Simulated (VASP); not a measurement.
Here is a VASP 6.6.1 calculation.

The input INCAR:

```
SYSTEM = TiCo
ALGO = Normal ; EDIFF = 1E-6
ENCUT = 520 ; GGA = PS
ISIF = 2 ; ISMEAR = 0
ISPIN = 2 ; LASPH = .True.
LCHARG = .False. ; LMAXMIX = 4
LORBIT = 11 ; LREAL = .False.
LWAVE = .False. ; MAGMOM = 0 3
NBANDS = 22 ; NELM = 150
PREC = Accurate ; SIGMA = 0.1
```

KPOINTS

```
k-points
0
Gamma
  6 6 6
  0 0 0
```

File POSCAR:

```
TiCo
1.0
    3.0004858175      0.0000000000      0.0000000000
    0.0000000000      3.0004858175      0.0000000000
    0.0000000000      0.0000000000      3.0004858175
Ti Co
1 1
Direct
    0.5000000000      0.5000000000      0.5000000000
    0.0000000000      0.0000000000      0.0000000000
```

Potentials or basis: VASP PAW PBE potentials, release 64 (Ti_sv, Co).

Command:

```sh
$ cat potpaw_PBE.64/Ti_sv/POTCAR potpaw_PBE.64/Co/POTCAR > POTCAR
$ mpirun -np 1 vasp_std > vasp.out
```

Task: What does it give for the site moments?

Result: Ti -0.08; Co +0.36 μB.

Task: Predict the pressure.

Result: -11.5 GPa.

Task: What does it give for the net moment?

Result: 0.24 μB per cell.

Caveat: the PAW data sets were made with another functional, which shifts forces and pressure a little.
